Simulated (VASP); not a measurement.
A run of VASP 6.6.1 is set up as follows.

The input INCAR:

```
  ALGO = Normal
  EDIFF = 1E-6
  ENCUT = 600
  GGA = PE
  GGA_COMPAT = False
  ISIF = 2
  ISMEAR = -1
  ISPIN = 2
  LASPH = True
  LCHARG = False
  LMAXMIX = 4
  LORBIT = 11
  LREAL = False
  LWAVE = False
  MAGMOM = 4
  NBANDS = 18
  NELM = 200
  PREC = Accurate
  SIGMA = 0.1
```

KPOINTS

```
k-points
0
Gamma
  13 13 13
```

Contents of POSCAR:

```
Fe
1.0
    0.0000000000      1.7775000000      1.7775000000
    1.7775000000      0.0000000000      1.7775000000
    1.7775000000      1.7775000000      0.0000000000
Fe
1
Direct
    0.0000000000      0.0000000000      0.0000000000
```

Potentials or basis: VASP PAW PBE potentials, release 64 (Fe_sv).

The run is started by

```sh
$ cat potpaw_PBE.64/Fe_sv/POTCAR > POTCAR
$ mpirun -np 1 vasp_std > vasp.out
```

(1) Predict the site moments.

(2) Estimate the pressure.

(3) Estimate the net moment.

## Answers

(1) Fe +1.32 μB.

(2) -13.0 GPa.

(3) 1.32 μB per cell.
